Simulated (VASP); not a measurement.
Input of a VASP 6.6.1 run:

The input INCAR:

```
PREC = Accurate
ENCUT = 520
EDIFF = 1E-8
ISMEAR = -1
SIGMA = 0.05
LREAL = F
LASPH = T
NELM = 60
ALGO = Normal
ISIF = 2
LWAVE = F
LCHARG = F
GGA = PE
LEFG = T
NBANDS = 14
```

Contents of KPOINTS:

```
Automatic mesh
0
Gamma
  13 13 13
```

POSCAR

```
HfC
1.0
    0.0000000000      2.3171388429      2.3171388429
    2.3171388429      0.0000000000      2.3171388429
    2.3171388429      2.3171388429      0.0000000000
Hf C
1 1
Direct
    0.0000000000      0.0000000000      0.0000000000
    0.5000000000      0.5000000000      0.5000000000
```

Potentials or basis: VASP PAW PBE potentials, release 64 (Hf_pv, C).

The run is started by

```sh
$ cat potpaw_PBE.64/Hf_pv/POTCAR potpaw_PBE.64/C/POTCAR > POTCAR
$ mpirun -np 1 vasp_std > vasp.out
```

(1) Predict the band gap on the k mesh.

(2) Predict the pressure.

Answers

(1) zero (band 7 reaches 7.04 eV, above the bottom of band 8 at 5.64 eV).

(2) 2.0 GPa.

Caveat: without QUAD_EFG the Cq values of the log hold for a quadrupole moment of 1 mb, not for the nuclei; spin-orbit coupling is left out, which moves the levels of the heavy elements.
